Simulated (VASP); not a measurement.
# CsSnBr3 (Pm-3m) in VASP: notebook

CsSnBr3 is run at these levels: LDA, PBEsol; tasks: single point.

All numbers are computed with VASP 6.6.1; they aren't measurements. Logs are shortened: lines on timing, memory, paths and dates and some standing lists are left out, and cuts for length are marked.

## Step 1: The cell of the first run

The structure is cubic, space group Pm-3m (No. 221). Conventional cell: a = 5.677 Å, b = 5.677 Å, c = 5.677 Å, α = 90.00°, β = 90.00°, γ = 90.00°. Within 5.3 Å of Cs (site symmetry m-3m) lie 12 Br at 4.01 Å and 8 Sn at 4.92 Å. Within 3.7 Å of Sn (site symmetry m-3m) lie 6 Br at 2.84 Å. Br (site symmetry 4/mmm) has 2 Sn at 2.84 Å within 3.7 Å.

## Step 2: Single point, LDA

Input file INCAR:

```
SYSTEM = CsSnBr3
PREC = Accurate
ENCUT = 500
EDIFF = 1E-6
ISMEAR = -1
SIGMA = 0.02
LREAL = .False.
LASPH = .True.
NELM = 120
ALGO = Normal
ISIF = 2
LWAVE = .False.
LCHARG = .False.
GGA = CA
NBANDS = 30
GGA_COMPAT = .False.
```

Input file KPOINTS:

```
regular mesh
0
Gamma
  4 4 4
  0 0 0
```

Input file POSCAR:

```
CsSnBr3
1.0
    5.6767183038      0.0000000000      0.0000000000
    0.0000000000      5.6767183038      0.0000000000
    0.0000000000      0.0000000000      5.6767183038
Cs Sn Br
1 1 3
Direct
    0.0000000000      0.0000000000      0.0000000000
    0.5000000000      0.5000000000      0.5000000000
    0.5000000000      0.5000000000      0.0000000000
    0.5000000000      0.0000000000      0.5000000000
    0.0000000000      0.5000000000      0.5000000000
```

Potentials or basis: VASP PAW LDA potentials, release 64 (Cs_sv, Sn_d, Br).

Command:

```bash
$ cat potpaw_LDA.64/Cs_sv/POTCAR potpaw_LDA.64/Sn_d/POTCAR potpaw_LDA.64/Br/POTCAR > POTCAR
$ mpirun -np 1 vasp_std > vasp.out
```

OUTCAR:

```text
SYSTEM = CsSnBr3
   PREC = Accurate
   ENCUT = 500
   EDIFF = 1E-6
   ISMEAR = -1
   LREAL = .False.
   LASPH = .True.
   NELM = 120
   ISIF = 2
   GGA = CA

 ion  position               nearest neighbor table
   1  0.000  0.000  0.000-
   2  0.500  0.500  0.500-   3 2.84   4 2.84   5 2.84   3 2.84   4 2.84   5 2.84
   3  0.500  0.500  0.000-   2 2.84   2 2.84
   4  0.500  0.000  0.500-   2 2.84   2 2.84
   5  0.000  0.500  0.500-   2 2.84   2 2.84

  LATTYP: Found a simple cubic cell.
 ALAT       =     5.6767183038

  Lattice vectors:

 A1 = (   5.6767183038,   0.0000000000,   0.0000000000)
 A2 = (   0.0000000000,   5.6767183038,   0.0000000000)
 A3 = (   0.0000000000,   0.0000000000,   5.6767183038)

Analysis of symmetry for initial positions (statically):
=====================================================================
 Subroutine PRICEL returns:
 Original cell was already a primitive cell.

 Routine SETGRP: Setting up the symmetry group for a
 simple cubic supercell.

 Subroutine GETGRP returns: Found 48 space group operations
 (whereof 48 operations were pure point group operations)
 out of a pool of 48 trial point group operations.

The static configuration has the point symmetry O_h .

Analysis of symmetry for dynamics (positions and initial velocities):
=====================================================================
 Subroutine PRICEL returns:
 Original cell was already a primitive cell.

 Routine SETGRP: Setting up the symmetry group for a
 simple cubic supercell.

 Subroutine GETGRP returns: Found 48 space group operations
 (whereof 48 operations were pure point group operations)
 out of a pool of 48 trial point group operations.

The dynamic configuration has the point symmetry O_h .

 Subroutine INISYM returns: Found 48 space group operations
 (whereof 48 operations are pure point group operations),
 and found     1 'primitive' translations

----------------------------------------------------------------------------------------

                                     Primitive cell

  volume of cell :     182.9330

  direct lattice vectors                    reciprocal lattice vectors
     5.676718304  0.000000000  0.000000000     0.176158116  0.000000000  0.000000000
     0.000000000  5.676718304  0.000000000     0.000000000  0.176158116  0.000000000
     0.000000000  0.000000000  5.676718304     0.000000000  0.000000000  0.176158116

  length of vectors
     5.676718304  5.676718304  5.676718304     0.176158116  0.176158116  0.176158116

  position of ions in fractional coordinates (direct lattice)
     0.000000000  0.000000000  0.000000000
     0.500000000  0.500000000  0.500000000
     0.500000000  0.500000000  0.000000000
     0.500000000  0.000000000  0.500000000
     0.000000000  0.500000000  0.500000000

  ion indices of the primitive-cell ions
   primitive index   ion index
                 1           1
                 2           2
                 3           3
                 4           4
                 5           5

----------------------------------------------------------------------------------------

 KPOINTS: regular mesh

Automatic generation of k-mesh.
 Grid dimensions read from file:
 generate k-points for:    4    4    4

 Generating k-lattice:

  Cartesian coordinates                     Fractional coordinates (reciprocal lattice)
     0.044039529  0.000000000  0.000000000     0.250000000  0.000000000  0.000000000
     0.000000000  0.044039529  0.000000000     0.000000000  0.250000000  0.000000000
     0.000000000  0.000000000  0.044039529     0.000000000  0.000000000  0.250000000

  Length of vectors
     0.044039529  0.044039529  0.044039529

  Shift w.r.t. Gamma in fractional coordinates (k-lattice)
     0.000000000  0.000000000  0.000000000

 Subroutine IBZKPT returns following result:
 ===========================================

 Found     10 irreducible k-points:

 Following reciprocal coordinates:
            Coordinates               Weight
  0.000000  0.000000  0.000000      1.000000
  0.250000  0.000000  0.000000      6.000000
  0.500000  0.000000  0.000000      3.000000
  0.250000  0.250000  0.000000     12.000000
  0.500000  0.250000  0.000000     12.000000
  0.500000  0.500000  0.000000      3.000000
  0.250000  0.250000  0.250000      8.000000
  0.500000  0.250000  0.250000     12.000000
  0.500000  0.500000  0.250000      6.000000
  0.500000  0.500000  0.500000      1.000000
   k-points           NKPTS =     10   k-points in BZ     NKDIM =     10   number of bands    NBANDS=     30
   number of dos      NEDOS =    301   number of ions     NIONS =      5
   total plane-waves  NPLWV =  74088
   dimension x,y,z NGX =    42 NGY =   42 NGZ =   42
   dimension x,y,z NGXF=    84 NGYF=   84 NGZF=   84
   ions per type =               1   1   3
   NGX,Y,Z   is equivalent  to a cutoff of  12.30, 12.30, 12.30 a.u.
   NGXF,Y,Z  is equivalent  to a cutoff of  24.60, 24.60, 24.60 a.u.
 SYSTEM =  CsSnBr3
   PREC   = accura    normal or accurate (medium, high low for compatibility)
   ISTART =      0    job   : 0-new  1-cont  2-samecut
   ICHARG =      2    charge: 1-file 2-atom 10-const
   ISPIN  =      1    spin polarized calculation?
   LNONCOLLINEAR =      F non collinear calculations
   LSORBIT =      F    spin-orbit coupling
   LASPH  =      T    aspherical Exc in radial PAW
   ENCUT  =  500.0 eV  36.75 Ry    6.06 a.u.  10.35 10.35 10.35*2*pi/ulx,y,z
   NELM   =    120;   NELMIN=  2; NELMDL= -5     # of ELM steps
   EDIFF  = 0.1E-05   stopping-criterion for ELM
   LREAL  =      F    real-space projection
   EDIFFG = 0.1E-04   stopping-criterion for IOM
   NSW    =      0    number of steps for IOM
   IBRION =     -1    ionic relax: 0-MD 1-quasi-New 2-CG
   NFREE  =      0    steps in history (QN), initial steepest desc. (CG)
   ISIF   =      2    stress and relaxation
   ISYM   =      2    0-nonsym 1-usesym 2-fastsym
   POTIM  = 0.5000    time-step for ionic-motion
   TEBEG  =    0.0;   TEEND  =   0.0 temperature during run
   PSTRESS=    0.0 pullay stress
   NELECT =      44.0000    total number of electrons
   NUPDOWN=      -1.0000    fix difference up-down
   EMIN   =  10.00;   EMAX   =-10.00  energy-range for DOS
   EFERMI =   0.00;   METHOD = LEGACY
   ISMEAR =    -1;   SIGMA  =   0.02  broadening in eV -4-tet -1-fermi 0-gaus
   EFERMI_NEDOS =   21; number of points for ismear=-14 and -15
   IALGO  =     38    algorithm
   IMIX   =      4    mixing-type and parameters
     AMIX     =   0.40;   BMIX     =  1.00
     AMIX_MAG =   1.60;   BMIX_MAG =  1.00
  volume/ion in A,a.u.               =      36.59       246.90
  Fermi-wavevector in a.u.,A,eV,Ry     =   1.018111  1.923950 14.103114  1.036550
  Thomas-Fermi vector in A             =   2.151550
   LORBIT       =      0    0 simple, 1 ext, 2 COOP (PROOUT), +10 PAW based schemes
   GGA     = CA    functional components
   LHFCALC =     F    Hartree Fock is set to
   AEXX    =    0.0000 exact exchange contribution
   IVDW    =     0    specifies the selected vdW correction
   LEPSILON=     F    determine dielectric tensor
   LRPA    =     F    only Hartree local field effects (RPA)
 non-spin polarized calculation
  energy-cutoff  :      500.00
  volume of cell :      182.93
 maximum number of plane-waves:      4697
 NGX is ok and might be reduce to    42
   NGX = 21   NGY = 21   NGZ = 21

 number of electron      44.0000002 magnetization

 Free energy of the ion-electron system (eV)
  ---------------------------------------------------
  ext. energy  EPLUGINS =         0.00000000
  ---------------------------------------------------
  free energy    TOTEN  =       -17.80162536 eV

  energy without entropy =      -17.80036896  energy(sigma->0) =      -17.80099716

 E-fermi :   3.0314     XC(G=0):  -8.4189

 val. band max:        2.1347969183   @ k =   0.5000   0.5000   0.2500
 cond. band min:       3.0460221726   @ k =   0.5000   0.5000   0.5000
 fundamental gap:      0.9112252543
 Fermi energy:         3.0313879140

 k-point     1 :       0.0000    0.0000    0.0000
  band No.  band energies     occupation
      1     -19.5214      2.00000
      2     -19.3730      2.00000
      3     -19.3730      2.00000
      4     -19.3196      2.00000
      5     -19.3196      2.00000
      6     -19.3196      2.00000
[... 22 lines left out ...]
     29       8.0378      0.00000
     30       8.0378      0.00000

 k-point     2 :       0.2500    0.0000    0.0000
  band No.  band energies     occupation
      1     -19.5203      2.00000
      2     -19.3730      2.00000
      3     -19.3678      2.00000
      4     -19.3198      2.00000
      5     -19.3198      2.00000
      6     -19.3196      2.00000
[... 22 lines left out ...]
     29       6.7427      0.00000
     30       7.8859      0.00000

 k-point     3 :       0.5000    0.0000    0.0000
  band No.  band energies     occupation
      1     -19.5191      2.00000
      2     -19.3730      2.00000
      3     -19.3626      2.00000
      4     -19.3200      2.00000
      5     -19.3200      2.00000
      6     -19.3196      2.00000
[... 22 lines left out ...]
     29       7.2548      0.00000
     30       7.5315      0.00000

 k-point     4 :       0.2500    0.2500    0.0000
  band No.  band energies     occupation
      1     -19.5193      2.00000
      2     -19.3704      2.00000
      3     -19.3652      2.00000
      4     -19.3199      2.00000
      5     -19.3198      2.00000
      6     -19.3198      2.00000
[... 154 lines left out ...]
     29       7.4582      0.00000
     30       7.4671      0.00000

 k-point     9 :       0.5000    0.5000    0.2500
  band No.  band energies     occupation
      1     -19.5166      2.00000
      2     -19.3625      2.00000
      3     -19.3573      2.00000
      4     -19.3203      2.00000
      5     -19.3202      2.00000
      6     -19.3202      2.00000
[... 22 lines left out ...]
     29       7.0921      0.00000
     30       7.6792      0.00000

 k-point    10 :       0.5000    0.5000    0.5000
  band No.  band energies     occupation
      1     -19.5158      2.00000
      2     -19.3573      2.00000
      3     -19.3573      2.00000
      4     -19.3204      2.00000
      5     -19.3204      2.00000
      6     -19.3204      2.00000
[... 22 lines left out ...]
     29       6.7732      0.00000
     30       8.1807      0.00000

------------------------ aborting loop because EDIFF is reached ----------------------------------------

  FORCE on cell =-STRESS in cart. coord.  units (eV):
  Direction    XX          YY          ZZ          XY          YZ          ZX
  --------------------------------------------------------------------------------------
  -------------------------------------------------------------------------------------
  Total       -0.0025796     -0.0025796     -0.0025796     -0.0000000      0.0000000     -0.0000000
  in kB       -0.0225932     -0.0225932     -0.0225932     -0.0000000      0.0000000     -0.0000000
  external PRESSURE =      -0.0225932 kB  Pullay stress =       0.0000000 kB

 VOLUME and BASIS-vectors are now :
 -----------------------------------------------------------------------------
  energy-cutoff  :      500.00
  volume of cell :      182.93
      direct lattice vectors                 reciprocal lattice vectors
     5.676718304  0.000000000  0.000000000     0.176158116  0.000000000  0.000000000
     0.000000000  5.676718304  0.000000000     0.000000000  0.176158116  0.000000000
     0.000000000  0.000000000  5.676718304     0.000000000  0.000000000  0.176158116

 POSITION                                       TOTAL-FORCE (eV/Angst)
 -----------------------------------------------------------------------------------
      0.00000      0.00000      0.00000         0.000000      0.000000      0.000000
      2.83836      2.83836      2.83836         0.000000      0.000000      0.000000
      2.83836      2.83836      0.00000         0.000000      0.000000      0.000000
      2.83836      0.00000      2.83836         0.000000      0.000000      0.000000
      0.00000      2.83836      2.83836         0.000000      0.000000      0.000000
 -----------------------------------------------------------------------------------
    total drift:                                0.000000     -0.000000     -0.000000

  FREE ENERGIE OF THE ION-ELECTRON SYSTEM (eV)
  ---------------------------------------------------
  free  energy   TOTEN  =       -17.8016253645 eV

  energy  without entropy=      -17.8003689632  energy(sigma->0) =      -17.80099716
```

Wall time 23 s (1 thread of AMD EPYC 9R45 (Zen 5), shared host); peak memory 0.2 GiB.

What came out:

```yaml
Free_energy: -17.8016 eV
Pressure: 0.0 GPa
Band_gap_on_the_k_mesh: zero (filled and empty bands touch)
```

Caveat: spin-orbit coupling is left out, which moves the levels of the heavy elements.

## Step 3: Single point, PBEsol

This run uses another cell than the first one, of 38.67 Å³/atom, 1.057 times its volume.

Input file INCAR:

```
SYSTEM = CsSnBr3
  PREC = Accurate
  ENCUT = 500
  EDIFF = 1E-6
  ISMEAR = -1
  SIGMA = 0.02
  LREAL = .False.
  LASPH = .True.
  NELM = 120
  ALGO = Normal
  ISIF = 2
  LWAVE = .False.
  LCHARG = .False.
  GGA = PS
  NBANDS = 30
  GGA_COMPAT = .False.
```

KPOINTS is that of step 2.

Changes to POSCAR since step 2:

```diff
@@ -2,5 +2,5 @@
 1.0
-    5.6767183038      0.0000000000      0.0000000000
-    0.0000000000      5.6767183038      0.0000000000
-    0.0000000000      0.0000000000      5.6767183038
+    5.7823409865      0.0000000000      0.0000000000
+    0.0000000000      5.7823409865      0.0000000000
+    0.0000000000      0.0000000000      5.7823409865
 Cs Sn Br
```

Potentials or basis: VASP PAW PBE potentials, release 64 (Cs_sv, Sn_d, Br).

Command:

```bash
$ cat potpaw_PBE.64/Cs_sv/POTCAR potpaw_PBE.64/Sn_d/POTCAR potpaw_PBE.64/Br/POTCAR > POTCAR
$ mpirun -np 1 vasp_std > vasp.out
```

Wall time 29 s (1 thread of AMD EPYC 9R45 (Zen 5), shared host); peak memory 0.24 GiB.

Results (log left out):

```yaml
Free_energy: -16.7493 eV
Pressure: 0.0 GPa
Band_gap_on_the_k_mesh: 0.26 eV, direct
```

Levels at points of the mesh, in eV from the valence-band top:
| k point | band 19 | band 20 | band 21 | band 22 | band 23 | band 24 | band 25 | band 26 |
| --- | --- | --- | --- | --- | --- | --- | --- | --- |
| (0.00, 0.00, 0.00) | -3.23 | -3.08 | -3.08 | -3.08 | 1.94 | 2.98 | 2.98 | 3.62 |
| (0.50, 0.00, 0.00) | -3.38 | -3.21 | -3.21 | -2.11 | 1.32 | 3.45 | 4.04 | 4.10 |
| (0.50, 0.50, 0.00) | -3.51 | -3.51 | -2.71 | -1.03 | 0.83 | 0.83 | 3.81 | 4.16 |
| (0.50, 0.50, 0.50) | -2.69 | -2.69 | -2.69 | 0.00 | 0.26 | 0.26 | 0.26 | 3.44 |

Caveat: the PAW data sets were made with another functional, which shifts forces and pressure a little; spin-orbit coupling is left out, which moves the levels of the heavy elements.
